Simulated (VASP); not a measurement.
# In4TeS (P4/mmm) in VASP: a series of runs, part 2 of 3

VASP 6.6.1.

### Step 3. Single point, PBE

This run uses another cell than the first one, of 31.63 Å³/atom.

INCAR

```
SYSTEM = In4TeS
  PREC = Accurate
  ENCUT = 520
  EDIFF = 1E-7
  ISMEAR = 0
  SIGMA = 0.1
  LREAL = .False.
  LASPH = .True.
  NELM = 100
  ALGO = Normal
  ISIF = 2
  LWAVE = .False.
  LCHARG = .False.
  GGA = PE
  NBANDS = 41
```

KPOINTS

```
regular mesh
0
Gamma
  4 4 4
  0 0 0
```

POSCAR

```
In4TeS
1.0
    4.7185170132      0.0000000000      0.0000000000
    0.0000000000      4.7185170132      0.0000000000
    0.0000000000      0.0000000000      8.5233117078
In Te S
4 1 1
Direct
    0.0000000000      0.5000000000      0.2722614409
    0.5000000000      0.0000000000      0.7277385591
    0.0000000000      0.5000000000      0.7277385591
    0.5000000000      0.0000000000      0.2722614409
    0.0000000000      0.0000000000      0.0000000000
    0.0000000000      0.0000000000      0.5000000000
```

Potentials or basis: VASP PAW PBE potentials, release 64 (In_d, Te, S).

Command:

```console
cat potpaw_PBE.64/In_d/POTCAR potpaw_PBE.64/Te/POTCAR potpaw_PBE.64/S/POTCAR > POTCAR
mpirun -np 1 vasp_std > vasp.out
```

OUTCAR:

```text
SYSTEM = In4TeS
   PREC = Accurate
   ENCUT = 520
   EDIFF = 1E-7
   ISMEAR = 0
   LREAL = .False.
   LASPH = .True.
   NELM = 100
   ISIF = 2
   GGA = PE

 ion  position               nearest neighbor table
   1  0.000  0.500  0.272-   6 3.06   6 3.06   5 3.31   5 3.31   4 3.34   4 3.34   4 3.34   4 3.34
                             3 3.88
   2  0.500  0.000  0.728-   6 3.06   6 3.06   5 3.31   5 3.31   3 3.34   3 3.34   3 3.34   3 3.34
                             4 3.88
   3  0.000  0.500  0.728-   6 3.06   6 3.06   5 3.31   5 3.31   2 3.34   2 3.34   2 3.34   2 3.34
                             1 3.88
   4  0.500  0.000  0.272-   6 3.06   6 3.06   5 3.31   5 3.31   1 3.34   1 3.34   1 3.34   1 3.34
                             2 3.88
   5  0.000  0.000  0.000-   1 3.31   2 3.31   3 3.31   4 3.31   1 3.31   3 3.31   2 3.31   4 3.31

   6  0.000  0.000  0.500-   1 3.06   2 3.06   3 3.06   4 3.06   1 3.06   3 3.06   2 3.06   4 3.06

  LATTYP: Found a simple tetragonal cell.
 ALAT       =     4.7185170132
 C/A-ratio  =     1.8063539209

  Lattice vectors:

 A1 = (   4.7185170132,   0.0000000000,   0.0000000000)
 A2 = (   0.0000000000,   4.7185170132,   0.0000000000)
 A3 = (   0.0000000000,   0.0000000000,   8.5233117078)

Analysis of symmetry for initial positions (statically):
=====================================================================
 Subroutine PRICEL returns:
 Original cell was already a primitive cell.

 Routine SETGRP: Setting up the symmetry group for a
 simple tetragonal supercell.

 Subroutine GETGRP returns: Found 16 space group operations
 (whereof 16 operations were pure point group operations)
 out of a pool of 16 trial point group operations.

The static configuration has the point symmetry D_4h.

Analysis of symmetry for dynamics (positions and initial velocities):
=====================================================================
 Subroutine PRICEL returns:
 Original cell was already a primitive cell.

 Routine SETGRP: Setting up the symmetry group for a
 simple tetragonal supercell.

 Subroutine GETGRP returns: Found 16 space group operations
 (whereof 16 operations were pure point group operations)
 out of a pool of 16 trial point group operations.

The dynamic configuration has the point symmetry D_4h.

 Subroutine INISYM returns: Found 16 space group operations
 (whereof 16 operations are pure point group operations),
 and found     1 'primitive' translations

----------------------------------------------------------------------------------------

                                     Primitive cell

  volume of cell :     189.7664

  direct lattice vectors                    reciprocal lattice vectors
     4.718517013  0.000000000  0.000000000     0.211930994  0.000000000  0.000000000
     0.000000000  4.718517013  0.000000000     0.000000000  0.211930994  0.000000000
     0.000000000  0.000000000  8.523311708     0.000000000  0.000000000  0.117325288

  length of vectors
     4.718517013  4.718517013  8.523311708     0.211930994  0.211930994  0.117325288

  position of ions in fractional coordinates (direct lattice)
     0.000000000  0.500000000  0.272261441
     0.500000000  0.000000000  0.727738559
     0.000000000  0.500000000  0.727738559
     0.500000000  0.000000000  0.272261441
     0.000000000  0.000000000  0.000000000
     0.000000000  0.000000000  0.500000000

[... 39 lines left out ...]
  0.500000  0.000000  0.000000      2.000000
  0.250000  0.250000  0.000000      4.000000
  0.500000  0.250000  0.000000      4.000000
  0.500000  0.500000  0.000000      1.000000
[... 10 lines left out ...]
  0.500000  0.250000  0.500000      4.000000
  0.500000  0.500000  0.500000      1.000000
   k-points           NKPTS =     18   k-points in BZ     NKDIM =     18   number of bands    NBANDS=     41
   number of dos      NEDOS =    301   number of ions     NIONS =      6
   total plane-waves  NPLWV =  82944
   dimension x,y,z NGX =    36 NGY =   36 NGZ =   64
   dimension x,y,z NGXF=    72 NGYF=   72 NGZF=  128
   ions per type =               4   1   1
   NGX,Y,Z   is equivalent  to a cutoff of  12.68, 12.68, 12.48 a.u.
   NGXF,Y,Z  is equivalent  to a cutoff of  25.37, 25.37, 24.97 a.u.
 SYSTEM =  In4TeS
   PREC   = accura    normal or accurate (medium, high low for compatibility)
   ISTART =      0    job   : 0-new  1-cont  2-samecut
   ICHARG =      2    charge: 1-file 2-atom 10-const
   ISPIN  =      1    spin polarized calculation?
   LNONCOLLINEAR =      F non collinear calculations
   LSORBIT =      F    spin-orbit coupling
   LASPH  =      T    aspherical Exc in radial PAW
   ENCUT  =  520.0 eV  38.22 Ry    6.18 a.u.   8.77  8.77 15.85*2*pi/ulx,y,z
   NELM   =    100;   NELMIN=  2; NELMDL= -5     # of ELM steps
   EDIFF  = 0.1E-06   stopping-criterion for ELM
   LREAL  =      F    real-space projection
   EDIFFG = 0.1E-05   stopping-criterion for IOM
   NSW    =      0    number of steps for IOM
   IBRION =     -1    ionic relax: 0-MD 1-quasi-New 2-CG
   NFREE  =      0    steps in history (QN), initial steepest desc. (CG)
   ISIF   =      2    stress and relaxation
   ISYM   =      2    0-nonsym 1-usesym 2-fastsym
   POTIM  = 0.5000    time-step for ionic-motion
   TEBEG  =    0.0;   TEEND  =   0.0 temperature during run
   PSTRESS=    0.0 pullay stress
   NELECT =      64.0000    total number of electrons
   NUPDOWN=      -1.0000    fix difference up-down
   EMIN   =  10.00;   EMAX   =-10.00  energy-range for DOS
   EFERMI =   0.00;   METHOD = LEGACY
   ISMEAR =     0;   SIGMA  =   0.10  broadening in eV -4-tet -1-fermi 0-gaus
   EFERMI_NEDOS =   21; number of points for ismear=-14 and -15
   IALGO  =     38    algorithm
   IMIX   =      4    mixing-type and parameters
     AMIX     =   0.40;   BMIX     =  1.00
     AMIX_MAG =   1.60;   BMIX_MAG =  1.00
  volume/ion in A,a.u.               =      31.63       213.43
  Fermi-wavevector in a.u.,A,eV,Ry     =   1.139537  2.153412 17.667765  1.298544
  Thomas-Fermi vector in A             =   2.276240
   LORBIT       =      0    0 simple, 1 ext, 2 COOP (PROOUT), +10 PAW based schemes
   GGA     = PE    functional components
   LHFCALC =     F    Hartree Fock is set to
   AEXX    =    0.0000 exact exchange contribution
   IVDW    =     0    specifies the selected vdW correction
   LEPSILON=     F    determine dielectric tensor
   LRPA    =     F    only Hartree local field effects (RPA)
 non-spin polarized calculation
 Gauss-broadening in eV      SIGMA  =   0.10
  energy-cutoff  :      520.00
  volume of cell :      189.77
 maximum number of plane-waves:      5148
 NGX is ok and might be reduce to    36
   NGX = 17   NGY = 17   NGZ = 31

 number of electron      64.0000038 magnetization

 Free energy of the ion-electron system (eV)
  ---------------------------------------------------
  ext. energy  EPLUGINS =         0.00000000
  ---------------------------------------------------
  free energy    TOTEN  =       -17.91997477 eV

  energy without entropy =      -17.89605019  energy(sigma->0) =      -17.90801248

 E-fermi :   4.9647     XC(G=0):  -8.9609

 val. band max:        4.9597519625   @ k =   0.5000   0.2500   0.5000
 cond. band min:       5.0058305438   @ k =   0.2500   0.2500   0.0000
 fundamental gap:      0.0460785814
 Fermi energy:         4.9647469586

 k-point     1 :       0.0000    0.0000    0.0000
  band No.  band energies     occupation
      1      -9.6495      2.00000
      2      -9.6463      2.00000
      3      -9.6029      2.00000
      4      -9.5418      2.00000
      5      -9.5093      2.00000
      6      -9.4679      2.00000
[... 781 lines left out ...]
     40       9.5648      0.00000
     41      10.5938      0.00000

------------------------ aborting loop because EDIFF is reached ----------------------------------------

  FORCE on cell =-STRESS in cart. coord.  units (eV):
  Direction    XX          YY          ZZ          XY          YZ          ZX
  --------------------------------------------------------------------------------------
  -------------------------------------------------------------------------------------
  Total       -0.1043731     -0.1043731     -0.1361043      0.0000000     -0.0000000      0.0000000
  in kB       -0.8812105     -0.8812105     -1.1491134      0.0000000     -0.0000000      0.0000000
  external PRESSURE =      -0.9705115 kB  Pullay stress =       0.0000000 kB

 VOLUME and BASIS-vectors are now :
 -----------------------------------------------------------------------------
  energy-cutoff  :      520.00
  volume of cell :      189.77
      direct lattice vectors                 reciprocal lattice vectors
     4.718517013  0.000000000  0.000000000     0.211930994  0.000000000  0.000000000
     0.000000000  4.718517013  0.000000000     0.000000000  0.211930994  0.000000000
     0.000000000  0.000000000  8.523311708     0.000000000  0.000000000  0.117325288

 POSITION                                       TOTAL-FORCE (eV/Angst)
 -----------------------------------------------------------------------------------
      0.00000      2.35926      2.32057        -0.000000     -0.000000      0.001870
      2.35926      0.00000      6.20274         0.000000     -0.000000     -0.001870
      0.00000      2.35926      6.20274        -0.000000      0.000000     -0.001870
      2.35926      0.00000      2.32057        -0.000000      0.000000      0.001870
      0.00000      0.00000      0.00000        -0.000000      0.000000      0.000000
      0.00000      0.00000      4.26166        -0.000000      0.000000      0.000000
 -----------------------------------------------------------------------------------
    total drift:                                0.000000      0.000000      0.000000

  FREE ENERGIE OF THE ION-ELECTRON SYSTEM (eV)
  ---------------------------------------------------
  free  energy   TOTEN  =       -17.9199747654 eV

  energy  without entropy=      -17.8960501913  energy(sigma->0) =      -17.90801248
```

Wall time 72 s (1 thread of Intel Xeon 6975P-C (Granite Rapids), shared host); peak memory 0.34 GiB.

Results:

```
Free energy            : -17.9200 eV
Pressure               : -0.1 GPa
Band gap on the k mesh : zero (bands 32 and 33 overlap by 1.13 eV)
```

Levels at points of the mesh, in eV from the Fermi level:
```
           k point  band 30  band 31  band 32  band 33  band 34  band 35
(0.00, 0.00, 0.00)    -1.49    -0.84    -0.03     0.37     0.37     0.43
(0.50, 0.00, 0.00)    -1.31     0.07     0.13     1.51     1.96     2.02
(0.50, 0.50, 0.00)    -2.05    -1.43    -1.19     0.28     0.82     0.82
(0.00, 0.00, 0.50)    -1.71    -1.50    -1.30     1.59     1.59     1.78
(0.50, 0.00, 0.50)    -1.49    -1.15    -1.11     2.20     2.52     2.52
(0.50, 0.50, 0.50)    -1.51    -1.39    -1.39    -1.00    -1.00     2.84
```

Caveat: spin-orbit coupling is left out, which moves the levels of the heavy elements.

(Part 2 of 3 ends here.)
